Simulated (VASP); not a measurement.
# BaHfO3 (Pm-3m) in VASP: notebook

BaHfO3 is run at these levels: r2SCAN, HSE06; tasks: single point.

Everything below comes from runs of VASP 6.6.1. Logs are shortened: lines on timing, memory, paths and dates and some standing lists are left out, and cuts for length are marked.

## 1. The cell of the first run

It takes space group Pm-3m (No. 221, cubic). Conventional cell: a = 4.344 Å, b = 4.344 Å, c = 4.344 Å, α = 90.00°, β = 90.00°, γ = 90.00°. Within 4.0 Å of Ba (site symmetry m-3m) lie 12 O at 3.07 Å and 8 Hf at 3.76 Å. Within 2.9 Å of Hf (site symmetry m-3m) lie 6 O at 2.17 Å. Within 2.9 Å of O (site symmetry 4/mmm) lie 2 Hf at 2.17 Å.

## 2. Single point, r2SCAN, non-collinear spin, zero start, spin-orbit coupling (strain +4.0%)

The input, POSCAR:

```
BaHfO3
1.0
    4.3441411217      0.0000000000      0.0000000000
    0.0000000000      4.3441411217      0.0000000000
    0.0000000000      0.0000000000      4.3441411217
Ba Hf O
1 1 3
Direct
    0.0000000000      0.0000000000      0.0000000000
    0.5000000000      0.5000000000      0.5000000000
    0.5000000000      0.5000000000      0.0000000000
    0.5000000000      0.0000000000      0.5000000000
    0.0000000000      0.5000000000      0.5000000000
```

The input, INCAR.step1:

```
SYSTEM = BaHfO3
ALGO = Normal ; EDIFF = 1E-4
ENCUT = 520 ; GGA = PE
GGA_COMPAT = .FALSE. ; ISMEAR = 0
LASPH = .TRUE. ; LCHARG = .FALSE.
LMAXMIX = 4 ; LREAL = .FALSE.
LSORBIT = .TRUE. ; LWAVE = .TRUE.
MAGMOM = 0 0 0 0 0 0 0 0 0 0 0 0 0 0 0 ; NBANDS = 53
NELM = 150 ; PREC = Accurate
SIGMA = 0.01
```

The input, INCAR.step2:

```
SYSTEM = BaHfO3
ALGO = Normal ; EDIFF = 1E-7
ENCUT = 520 ; GGA_COMPAT = .FALSE.
ISIF = 2 ; ISMEAR = 0
ISTART = 1 ; LASPH = .TRUE.
LCHARG = .FALSE. ; LMAXMIX = 4
LMIXTAU = .TRUE. ; LORBIT = 11
LORBMOM = .TRUE. ; LREAL = .FALSE.
LSORBIT = .TRUE. ; LWAVE = .FALSE.
MAGMOM = 0 0 0 0 0 0 0 0 0 0 0 0 0 0 0 ; METAGGA = R2SCAN
NBANDS = 53 ; NELM = 150
PREC = Accurate ; SIGMA = 0.01
```

The input, KPOINTS:

```
k-points
0
G
  6 6 6
  0 0 0
```

Potentials or basis: VASP PAW PBE potentials, release 64 (Ba_sv, Hf_pv, O).

On the command line:

```console
$ cat potpaw_PBE.64/Ba_sv/POTCAR potpaw_PBE.64/Hf_pv/POTCAR potpaw_PBE.64/O/POTCAR > POTCAR
$ cp INCAR.step1 INCAR
$ mpirun -np 1 vasp_ncl > vasp.out
$ cp INCAR.step2 INCAR
$ mpirun -np 1 vasp_ncl > vasp.out
```

OUTCAR:

```text
SYSTEM = BaHfO3
   EDIFF = 1E-7
   ENCUT = 520
   ISIF = 2
   ISMEAR = 0
   ISTART = 1
   LASPH = .TRUE.
   LORBIT = 11
   LREAL = .FALSE.
   LSORBIT = .TRUE.
   METAGGA = R2SCAN
   NELM = 150
   PREC = Accurate

 ion  position               nearest neighbor table
   1  0.000  0.000  0.000-   3 3.07   4 3.07   5 3.07   4 3.07   5 3.07   3 3.07   5 3.07   5 3.07
                             3 3.07   4 3.07   4 3.07   3 3.07   2 3.76   2 3.76   2 3.76   2 3.76
   2  0.500  0.500  0.500-   3 2.17   4 2.17   5 2.17   3 2.17   4 2.17   5 2.17   1 3.76   1 3.76
                             1 3.76   1 3.76   1 3.76   1 3.76   1 3.76   1 3.76
   3  0.500  0.500  0.000-   2 2.17   2 2.17   1 3.07   1 3.07   1 3.07   1 3.07
   4  0.500  0.000  0.500-   2 2.17   2 2.17   1 3.07   1 3.07   1 3.07   1 3.07
   5  0.000  0.500  0.500-   2 2.17   2 2.17   1 3.07   1 3.07   1 3.07   1 3.07

  LATTYP: Found a simple cubic cell.
 ALAT       =     4.3441411217

  Lattice vectors:

 A1 = (   4.3441411217,   0.0000000000,   0.0000000000)
 A2 = (   0.0000000000,   4.3441411217,   0.0000000000)
 A3 = (   0.0000000000,   0.0000000000,   4.3441411217)

Analysis of symmetry for initial positions (statically):
=====================================================================
 Subroutine PRICEL returns:
 Original cell was already a primitive cell.

 Routine SETGRP: Setting up the symmetry group for a
 simple cubic supercell.

 Subroutine GETGRP returns: Found 48 space group operations
 (whereof 48 operations were pure point group operations)
 out of a pool of 48 trial point group operations.

The static configuration has the point symmetry O_h .

Analysis of symmetry for dynamics (positions and initial velocities):
=====================================================================
 Subroutine PRICEL returns:
 Original cell was already a primitive cell.

 Routine SETGRP: Setting up the symmetry group for a
 simple cubic supercell.

 Subroutine GETGRP returns: Found 48 space group operations
 (whereof 48 operations were pure point group operations)
 out of a pool of 48 trial point group operations.

The dynamic configuration has the point symmetry O_h .

Analysis of structural, dynamic, and magnetic symmetry:
=====================================================================
 Subroutine PRICEL returns:
 Original cell was already a primitive cell.

 Routine SETGRP: Setting up the symmetry group for a
 simple cubic supercell.

 Subroutine GETGRP returns: Found 48 space group operations
 (whereof 48 operations were pure point group operations)
 out of a pool of 48 trial point group operations.

The overall configuration has the point symmetry O_h .

 Subroutine INISYM returns: Found 48 space group operations
 (whereof 48 operations are pure point group operations),
 and found     1 'primitive' translations

----------------------------------------------------------------------------------------

                                     Primitive cell

  volume of cell :      81.9807

  direct lattice vectors                    reciprocal lattice vectors
     4.344141122  0.000000000  0.000000000     0.230195100  0.000000000  0.000000000
     0.000000000  4.344141122  0.000000000     0.000000000  0.230195100  0.000000000
     0.000000000  0.000000000  4.344141122     0.000000000  0.000000000  0.230195100

  length of vectors
     4.344141122  4.344141122  4.344141122     0.230195100  0.230195100  0.230195100

  position of ions in fractional coordinates (direct lattice)
     0.000000000  0.000000000  0.000000000
     0.500000000  0.500000000  0.500000000
     0.500000000  0.500000000  0.000000000
     0.500000000  0.000000000  0.500000000
     0.000000000  0.500000000  0.500000000

  ion indices of the primitive-cell ions
   primitive index   ion index
                 1           1
                 2           2
[... 118 lines left out ...]

  energy without entropy =     -108.26820109  energy(sigma->0) =     -108.26820109

 E-fermi :   1.5255     XC(G=0): -10.8134

 val. band max:        1.4666779503   @ k =   0.5000   0.5000   0.5000
 cond. band min:       5.1661023064   @ k =   0.0000   0.0000   0.0000
 fundamental gap:      3.6994243561
 Fermi energy:         1.5255039495

 k-point     1 :       0.0000    0.0000    0.0000
  band No.  band energies     occupation
      1     -33.8129      1.00000
      2     -33.8129      1.00000
      3     -26.7886      1.00000
      4     -26.7886      1.00000
      5     -26.7886      1.00000
      6     -26.7886      1.00000
[... 1049 lines left out ...]
     49       8.9870      0.00000
     50       8.9870      0.00000
 [bands above 50 left out]

------------------------ aborting loop because EDIFF is reached ----------------------------------------

  FORCE on cell =-STRESS in cart. coord.  units (eV):
  Direction    XX          YY          ZZ          XY          YZ          ZX
  --------------------------------------------------------------------------------------
  -------------------------------------------------------------------------------------
  Total       -8.3005861     -8.3005861     -8.3005861     -0.0000000     -0.0000000      0.0000000
  in kB     -162.2211835   -162.2211835   -162.2211835     -0.0000000     -0.0000000      0.0000000
  external PRESSURE =    -162.2211835 kB  Pullay stress =       0.0000000 kB

 VOLUME and BASIS-vectors are now :
 -----------------------------------------------------------------------------
  energy-cutoff  :      520.00
  volume of cell :       81.98
      direct lattice vectors                 reciprocal lattice vectors
     4.344141122  0.000000000  0.000000000     0.230195100  0.000000000  0.000000000
     0.000000000  4.344141122  0.000000000     0.000000000  0.230195100  0.000000000
     0.000000000  0.000000000  4.344141122     0.000000000  0.000000000  0.230195100

 POSITION                                       TOTAL-FORCE (eV/Angst)
 -----------------------------------------------------------------------------------
      0.00000      0.00000      0.00000         0.000000      0.000000      0.000000
      2.17207      2.17207      2.17207         0.000000      0.000000      0.000000
      2.17207      2.17207      0.00000         0.000000      0.000000      0.000000
      2.17207      0.00000      2.17207         0.000000      0.000000      0.000000
      0.00000      2.17207      2.17207         0.000000      0.000000      0.000000
 -----------------------------------------------------------------------------------
    total drift:                                0.000000     -0.000000     -0.000000

  FREE ENERGIE OF THE ION-ELECTRON SYSTEM (eV)
  ---------------------------------------------------
  free  energy   TOTEN  =      -108.2682010867 eV

  energy  without entropy=     -108.2682010867  energy(sigma->0) =     -108.26820109

 orbital moment (x)

 # of ion     p       d       tot
 ----------------------------------------
  1         0.000  -0.000  -0.000
  2        -0.000   0.000   0.000
  3         0.000   0.000   0.000
  4        -0.000   0.000  -0.000
  5         0.000   0.000   0.000
 ----------------------------------------
           -0.000   0.000   0.000

 orbital moment (y)

 # of ion     p       d       tot
 ----------------------------------------
  1         0.000  -0.000  -0.000
  2         0.000  -0.000  -0.000
  3         0.000   0.000   0.000
  4        -0.000   0.000  -0.000
  5        -0.000   0.000  -0.000
 ----------------------------------------
            0.000  -0.000  -0.000

 orbital moment (z)

 # of ion     p       d       tot
 ----------------------------------------
  1         0.000   0.000   0.000
  2         0.000   0.000   0.000
  3         0.000   0.000   0.000
  4         0.000   0.000   0.000
  5         0.000   0.000   0.000
 ----------------------------------------
            0.000   0.000   0.000

 Spin-Orbit-Coupling matrix elements

 Ion:    1  E_soc:     -0.3627951
 l=   1
     0.0000000    -0.0603543    -0.0603543
    -0.0603543     0.0000000    -0.0603543
    -0.0603543    -0.0603543     0.0000000
 l=   2
     0.0000000    -0.0000231     0.0000000    -0.0000231    -0.0000884
    -0.0000231     0.0000000    -0.0000663    -0.0000231    -0.0000221
     0.0000000    -0.0000663     0.0000000    -0.0000663     0.0000000
    -0.0000231    -0.0000231    -0.0000663     0.0000000    -0.0000221
    -0.0000884    -0.0000221     0.0000000    -0.0000221     0.0000000
 l=   3
     0.0000000     0.0000000     0.0000000     0.0000000     0.0000000     0.0000000     0.0000000
     0.0000000     0.0000000     0.0000000     0.0000000     0.0000000     0.0000000     0.0000000
     0.0000000     0.0000000     0.0000000     0.0000000     0.0000000     0.0000000     0.0000000
     0.0000000     0.0000000     0.0000000     0.0000000     0.0000000     0.0000000     0.0000000
[... 69 lines left out ...]
 l=   2
     0.0000000     0.0000000     0.0000000     0.0000000     0.0000000
     0.0000000     0.0000000     0.0000000     0.0000000     0.0000000
     0.0000000     0.0000000     0.0000000     0.0000000     0.0000000
     0.0000000     0.0000000     0.0000000     0.0000000     0.0000000
     0.0000000     0.0000000     0.0000000     0.0000000     0.0000000
 l=   3
     0.0000000     0.0000000     0.0000000     0.0000000     0.0000000     0.0000000     0.0000000
     0.0000000     0.0000000     0.0000000     0.0000000     0.0000000     0.0000000     0.0000000
     0.0000000     0.0000000     0.0000000     0.0000000     0.0000000     0.0000000     0.0000000
     0.0000000     0.0000000     0.0000000     0.0000000     0.0000000     0.0000000     0.0000000
     0.0000000     0.0000000     0.0000000     0.0000000     0.0000000     0.0000000     0.0000000
     0.0000000     0.0000000     0.0000000     0.0000000     0.0000000     0.0000000     0.0000000
     0.0000000     0.0000000     0.0000000     0.0000000     0.0000000     0.0000000     0.0000000

 total charge

# of ion       s       p       d       tot
------------------------------------------
    1        2.006   5.635   0.198   7.839
    2        0.300   6.592   1.283   8.175
    3        1.556   3.465   0.000   5.021
    4        1.556   3.465   0.000   5.021
    5        1.556   3.465   0.000   5.021
--------------------------------------------------
tot          6.973  22.623   1.482  31.078

 magnetization (x)

# of ion       s       p       d       tot
------------------------------------------
    1        0.000  -0.000   0.000   0.000
    2        0.000  -0.000  -0.000  -0.000
    3        0.000  -0.000   0.000  -0.000
    4        0.000   0.000   0.000   0.000
    5        0.000  -0.000   0.000  -0.000
--------------------------------------------------
tot          0.000  -0.000   0.000  -0.000

 magnetization (y)

# of ion       s       p       d       tot
------------------------------------------
    1        0.000   0.000   0.000   0.000
    2        0.000  -0.000   0.000   0.000
    3       -0.000   0.000   0.000   0.000
    4        0.000   0.000   0.000   0.000
    5        0.000   0.000   0.000   0.000
--------------------------------------------------
tot          0.000  -0.000   0.000   0.000

 magnetization (z)

# of ion       s       p       d       tot
------------------------------------------
    1       -0.000   0.000  -0.000  -0.000
    2        0.000   0.000  -0.000   0.000
    3        0.000  -0.000   0.000  -0.000
    4        0.000   0.000   0.000   0.000
    5       -0.000   0.000   0.000   0.000
--------------------------------------------------
tot         -0.000   0.000  -0.000   0.000
```

Wall time 17 min (1 thread of Intel Xeon 8259CL, shared host); peak memory 0.46 GiB.

What came out:

```yaml
Free_energy: -108.2682 eV
Pressure: -16.2 GPa
Net_moment: 0.00 μB per cell
Valence_electrons_inside_the_program's_atomic_spheres: Ba 7.84; Hf 8.18; O 5.02
```

Moments on the atoms (μB; x, y, z):
```
Ba  0.00 0.00 0.00
Hf  0.00 0.00 0.00
O   0.00 0.00 0.00
O   0.00 0.00 0.00
O   0.00 0.00 0.00
```

Caveat: the cell differs from its parent crystal (strain +4.0%); the PAW data sets were made with another functional, which shifts forces and pressure a little.

(Part 1 of 2 ends here.)
